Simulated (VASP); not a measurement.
# Sn2GeSe2 (P-6m2) in VASP: single point with PBE

Aim: the single point of Sn2GeSe2 with PBE.

Everything below comes from runs of VASP 6.6.1. Logs are shortened: lines on timing, memory, paths and dates and some standing lists are left out, and cuts for length are marked.

### 1 The cell of the first run

It takes space group P-6m2 (No. 187, hexagonal). Conventional cell: a = 4.482 Å, b = 4.482 Å, c = 8.765 Å, α = 90.00°, β = 90.00°, γ = 120.00°. Sn (site symmetry 3m) has 6 Se at 3.15 to 3.65 Å and 1 Sn at 3.60 Å and 3 Ge at 3.65 Å within 4.1 Å. Within 3.4 Å of Ge (site symmetry -6m2) lie 3 Se at 2.59 Å. Se (site symmetry -6m2) has 6 Sn at 3.15 Å within 4.1 Å. Within 3.4 Å of Se (site symmetry -6m2) lie 3 Ge at 2.59 Å.

The cell was built from a structure type or drawn by symmetry, and may not be a known phase.

### 2 Single point, PBE

Contents of INCAR:

```
SYSTEM = Sn2GeSe2
PREC = Accurate
ENCUT = 520
EDIFF = 1E-6
ISMEAR = 0
SIGMA = 0.1
LREAL = .FALSE.
LASPH = .TRUE.
NELM = 100
ALGO = Normal
ISIF = 2
LWAVE = .FALSE.
LCHARG = .TRUE.
GGA = PE
LELF = .TRUE.
LVHAR = .TRUE.
NBANDS = 35
```

Contents of KPOINTS:

```
Automatic mesh
0
G
  6 6 2
  0 0 0
```

Contents of POSCAR:

```
Sn2GeSe2
1.0
    4.4822286000      0.0000000000      0.0000000000
   -2.2411143000      3.8817238300      0.0000000000
    0.0000000000      0.0000000000      8.7648837400
Sn Ge Se
2 1 2
Direct
    0.0000000000      0.0000000000      0.7055339800
    0.0000000000      0.0000000000      0.2944660200
    0.6666666700      0.3333333300      0.0000000000
    0.6666666700      0.3333333300      0.5000000000
    0.3333333300      0.6666666700      0.0000000000
```

Potentials or basis: VASP PAW PBE potentials, release 64 (Sn_d, Ge_d, Se).

On the command line:

```bash
$ cat potpaw_PBE.64/Sn_d/POTCAR potpaw_PBE.64/Ge_d/POTCAR potpaw_PBE.64/Se/POTCAR > POTCAR
$ mpirun -np 1 vasp_std > vasp.out
```

OUTCAR:

```text
SYSTEM = Sn2GeSe2
   PREC = Accurate
   ENCUT = 520
   EDIFF = 1E-6
   ISMEAR = 0
   LREAL = .FALSE.
   LASPH = .TRUE.
   NELM = 100
   ISIF = 2
   GGA = PE

 ion  position               nearest neighbor table
   1  0.000  0.000  0.706-   4 3.15   4 3.15   4 3.15   2 3.60
   2  0.000  0.000  0.294-   4 3.15   4 3.15   4 3.15   1 3.60
   3  0.667  0.333  0.000-   5 2.59   5 2.59   5 2.59
   4  0.667  0.333  0.500-   1 3.15   2 3.15   1 3.15   2 3.15   1 3.15   2 3.15
   5  0.333  0.667  0.000-   3 2.59   3 2.59   3 2.59

  LATTYP: Found a hexagonal cell.
 ALAT       =     4.4822286000
 C/A-ratio  =     1.9554745021

  Lattice vectors:

 A1 = (   4.4822286000,   0.0000000000,   0.0000000000)
 A2 = (  -2.2411143000,   3.8817238300,   0.0000000000)
 A3 = (   0.0000000000,   0.0000000000,   8.7648837400)

Analysis of symmetry for initial positions (statically):
=====================================================================
 Subroutine PRICEL returns:
 Original cell was already a primitive cell.

 Routine SETGRP: Setting up the symmetry group for a
 hexagonal supercell.

 Subroutine GETGRP returns: Found 12 space group operations
 (whereof 12 operations were pure point group operations)
 out of a pool of 24 trial point group operations.

The static configuration has the point symmetry D_3h.

Analysis of symmetry for dynamics (positions and initial velocities):
=====================================================================
 Subroutine PRICEL returns:
 Original cell was already a primitive cell.

 Routine SETGRP: Setting up the symmetry group for a
 hexagonal supercell.

 Subroutine GETGRP returns: Found 12 space group operations
 (whereof 12 operations were pure point group operations)
 out of a pool of 24 trial point group operations.

The dynamic configuration has the point symmetry D_3h.

 Subroutine INISYM returns: Found 12 space group operations
 (whereof 12 operations are pure point group operations),
 and found     1 'primitive' translations

----------------------------------------------------------------------------------------

                                     Primitive cell

  volume of cell :     152.4982

  direct lattice vectors                    reciprocal lattice vectors
     4.482228600  0.000000000  0.000000000     0.223103302  0.128808751  0.000000000
    -2.241114300  3.881723830  0.000000000     0.000000000  0.257617503  0.000000000
     0.000000000  0.000000000  8.764883740     0.000000000  0.000000000  0.114091645

  length of vectors
     4.482228600  4.482228597  8.764883740     0.257617503  0.257617503  0.114091645

  position of ions in fractional coordinates (direct lattice)
     0.000000000  0.000000000  0.705533980
     0.000000000  0.000000000  0.294466020
     0.666666670  0.333333330  0.000000000
     0.666666670  0.333333330  0.500000000
     0.333333330  0.666666670  0.000000000

  ion indices of the primitive-cell ions
   primitive index   ion index
                 1           1
                 2           2
                 3           3
                 4           4
                 5           5

----------------------------------------------------------------------------------------

 KPOINTS: Automatic mesh

Automatic generation of k-mesh.
 Grid dimensions read from file:
 generate k-points for:    6    6    2

 Generating k-lattice:

  Cartesian coordinates                     Fractional coordinates (reciprocal lattice)
     0.037183884  0.021468125  0.000000000     0.166666667  0.000000000  0.000000000
     0.000000000  0.042936250  0.000000000     0.000000000  0.166666667  0.000000000
     0.000000000  0.000000000  0.057045822     0.000000000  0.000000000  0.500000000

  Length of vectors
     0.042936250  0.042936250  0.057045822

  Shift w.r.t. Gamma in fractional coordinates (k-lattice)
     0.000000000  0.000000000  0.000000000

 Subroutine IBZKPT returns following result:
 ===========================================

 Found     14 irreducible k-points:

 Following reciprocal coordinates:
            Coordinates               Weight
  0.000000  0.000000  0.000000      1.000000
  0.166667  0.000000  0.000000      6.000000
  0.333333  0.000000  0.000000      6.000000
  0.500000 -0.000000  0.000000      3.000000
  0.166667  0.166667  0.000000      6.000000
  0.333333  0.166667  0.000000     12.000000
  0.333333  0.333333  0.000000      2.000000
  0.000000  0.000000  0.500000      1.000000
  0.166667  0.000000  0.500000      6.000000
  0.333333  0.000000  0.500000      6.000000
  0.500000 -0.000000  0.500000      3.000000
  0.166667  0.166667  0.500000      6.000000
  0.333333  0.166667  0.500000     12.000000
  0.333333  0.333333  0.500000      2.000000
   k-points           NKPTS =     14   k-points in BZ     NKDIM =     14   number of bands    NBANDS=     35
   number of dos      NEDOS =    301   number of ions     NIONS =      5
   total plane-waves  NPLWV =  90720
   dimension x,y,z NGX =    36 NGY =   36 NGZ =   70
   dimension x,y,z NGXF=    72 NGYF=   72 NGZF=  140
   ions per type =               2   1   2
   NGX,Y,Z   is equivalent  to a cutoff of  13.35, 13.35, 13.28 a.u.
   NGXF,Y,Z  is equivalent  to a cutoff of  26.70, 26.70, 26.55 a.u.
 SYSTEM =  Sn2GeSe2
   PREC   = accura    normal or accurate (medium, high low for compatibility)
   ISTART =      0    job   : 0-new  1-cont  2-samecut
   ICHARG =      2    charge: 1-file 2-atom 10-const
   ISPIN  =      1    spin polarized calculation?
   LNONCOLLINEAR =      F non collinear calculations
   LSORBIT =      F    spin-orbit coupling
   LASPH  =      T    aspherical Exc in radial PAW
   ENCUT  =  520.0 eV  38.22 Ry    6.18 a.u.   8.33  8.33 16.30*2*pi/ulx,y,z
   NELM   =    100;   NELMIN=  2; NELMDL= -5     # of ELM steps
   EDIFF  = 0.1E-05   stopping-criterion for ELM
   LREAL  =      F    real-space projection
   EDIFFG = 0.1E-04   stopping-criterion for IOM
   NSW    =      0    number of steps for IOM
   IBRION =     -1    ionic relax: 0-MD 1-quasi-New 2-CG
   NFREE  =      0    steps in history (QN), initial steepest desc. (CG)
   ISIF   =      2    stress and relaxation
   ISYM   =      2    0-nonsym 1-usesym 2-fastsym
   POTIM  = 0.5000    time-step for ionic-motion
   TEBEG  =    0.0;   TEEND  =   0.0 temperature during run
   PSTRESS=    0.0 pullay stress
   NELECT =      54.0000    total number of electrons
   NUPDOWN=      -1.0000    fix difference up-down
   EMIN   =  10.00;   EMAX   =-10.00  energy-range for DOS
   EFERMI =   0.00;   METHOD = LEGACY
   ISMEAR =     0;   SIGMA  =   0.10  broadening in eV -4-tet -1-fermi 0-gaus
   EFERMI_NEDOS =   21; number of points for ismear=-14 and -15
   IALGO  =     38    algorithm
   IMIX   =      4    mixing-type and parameters
     AMIX     =   0.40;   BMIX     =  1.00
     AMIX_MAG =   1.60;   BMIX_MAG =  1.00
  volume/ion in A,a.u.               =      30.50       205.82
  Fermi-wavevector in a.u.,A,eV,Ry     =   1.158202  2.188685 18.251303  1.341433
  Thomas-Fermi vector in A             =   2.294807
   LORBIT       =      0    0 simple, 1 ext, 2 COOP (PROOUT), +10 PAW based schemes
   GGA     = PE    functional components
   LHFCALC =     F    Hartree Fock is set to
   AEXX    =    0.0000 exact exchange contribution
   IVDW    =     0    specifies the selected vdW correction
   LEPSILON=     F    determine dielectric tensor
   LRPA    =     F    only Hartree local field effects (RPA)
 non-spin polarized calculation
 Gauss-broadening in eV      SIGMA  =   0.10
  energy-cutoff  :      520.00
  volume of cell :      152.50
 maximum number of plane-waves:      4136
 NGX is ok and might be reduce to    36
   NGX = 17   NGY = 17   NGZ = 33

 number of electron      54.0000013 magnetization

 Free energy of the ion-electron system (eV)
  ---------------------------------------------------
  ext. energy  EPLUGINS =         0.00000000
  ---------------------------------------------------
  free energy    TOTEN  =       -18.49776795 eV

  energy without entropy =      -18.46255803  energy(sigma->0) =      -18.48016299

 E-fermi :   4.6098     XC(G=0):  -9.0668

 val. band max:        4.5973090168   @ k =   0.3333   0.0000   0.0000
 cond. band min:       4.6191185061   @ k =   0.3333   0.0000   0.0000
 fundamental gap:      0.0218094893
 Fermi energy:         4.6097684332

 k-point     1 :       0.0000    0.0000    0.0000
  band No.  band energies     occupation
      1     -20.2911      2.00000
      2     -20.2911      2.00000
      3     -20.2095      2.00000
      4     -20.2095      2.00000
      5     -20.1981      2.00000
      6     -17.6184      2.00000
[... 27 lines left out ...]
     34       7.1323      0.00000
     35       8.6104      0.00000

 k-point     2 :       0.1667    0.0000    0.0000
  band No.  band energies     occupation
      1     -20.2916      2.00000
      2     -20.2904      2.00000
      3     -20.2097      2.00000
      4     -20.2096      2.00000
      5     -20.1973      2.00000
      6     -17.6180      2.00000
[... 27 lines left out ...]
     34       7.5501      0.00000
     35       8.3981      0.00000

 k-point     3 :       0.3333    0.0000    0.0000
  band No.  band energies     occupation
      1     -20.2926      2.00000
      2     -20.2889      2.00000
      3     -20.2101      2.00000
      4     -20.2096      2.00000
      5     -20.1957      2.00000
      6     -17.6190      2.00000
[... 27 lines left out ...]
     34       7.6111      0.00000
     35       8.5931      0.00000
[... 343 lines left out ...]
 k-point    13 :       0.3333    0.1667    0.5000
  band No.  band energies     occupation
      1     -20.2929      2.00000
      2     -20.2884      2.00000
      3     -20.2102      2.00000
      4     -20.2098      2.00000
      5     -20.1949      2.00000
      6     -17.6175      2.00000
[... 27 lines left out ...]
     34       8.1551      0.00000
     35      10.2646      0.00000

 k-point    14 :       0.3333    0.3333    0.5000
  band No.  band energies     occupation
      1     -20.2928      2.00000
      2     -20.2883      2.00000
      3     -20.2102      2.00000
      4     -20.2099      2.00000
      5     -20.1945      2.00000
      6     -17.6149      2.00000
[... 27 lines left out ...]
     34       7.2623      0.00000
     35      10.3913      0.00000

------------------------ aborting loop because EDIFF is reached ----------------------------------------

  FORCE on cell =-STRESS in cart. coord.  units (eV):
  Direction    XX          YY          ZZ          XY          YZ          ZX
  --------------------------------------------------------------------------------------
  -------------------------------------------------------------------------------------
  Total       -1.5039065     -1.5039065     -3.1695391      0.0000000     -0.0000000     -0.0000000
  in kB      -15.8003465    -15.8003465    -33.2998215      0.0000000     -0.0000000     -0.0000000
  external PRESSURE =     -21.6335049 kB  Pullay stress =       0.0000000 kB

 VOLUME and BASIS-vectors are now :
 -----------------------------------------------------------------------------
  energy-cutoff  :      520.00
  volume of cell :      152.50
      direct lattice vectors                 reciprocal lattice vectors
     4.482228600  0.000000000  0.000000000     0.223103302  0.128808751  0.000000000
    -2.241114300  3.881723830  0.000000000     0.000000000  0.257617503  0.000000000
     0.000000000  0.000000000  8.764883740     0.000000000  0.000000000  0.114091645

 POSITION                                       TOTAL-FORCE (eV/Angst)
 -----------------------------------------------------------------------------------
      0.00000      0.00000      6.18392         0.000000     -0.000000      0.137371
      0.00000      0.00000      2.58096         0.000000     -0.000000     -0.137371
      2.24111      1.29391      0.00000         0.000000     -0.000000      0.000000
      2.24111      1.29391      4.38244        -0.000000      0.000000      0.000000
     -0.00000      2.58782      0.00000        -0.000000      0.000000      0.000000
 -----------------------------------------------------------------------------------
    total drift:                               -0.000016      0.000009     -0.000000

  FREE ENERGIE OF THE ION-ELECTRON SYSTEM (eV)
  ---------------------------------------------------
  free  energy   TOTEN  =       -18.4977679485 eV

  energy  without entropy=      -18.4625580334  energy(sigma->0) =      -18.48016299
```

It took 92 s on 1 thread of Intel Xeon 8259CL, shared host; peak memory 0.32 GiB.

What came out:

```
Free energy            : -18.4978 eV
Pressure               : -2.2 GPa
Largest force          : 0.137 eV/Å
Band gap on the k mesh : zero (bands 27 and 28 overlap by 0.41 eV)
```

Forces in eV/Å, atoms in the order of the input:
```
Sn   0.000  0.000  0.137
Sn   0.000  0.000 -0.137
Ge   0.000  0.000  0.000
Se   0.000  0.000  0.000
Se   0.000  0.000  0.000
```

Caveat: spin-orbit coupling is left out, which moves the levels of the heavy elements.
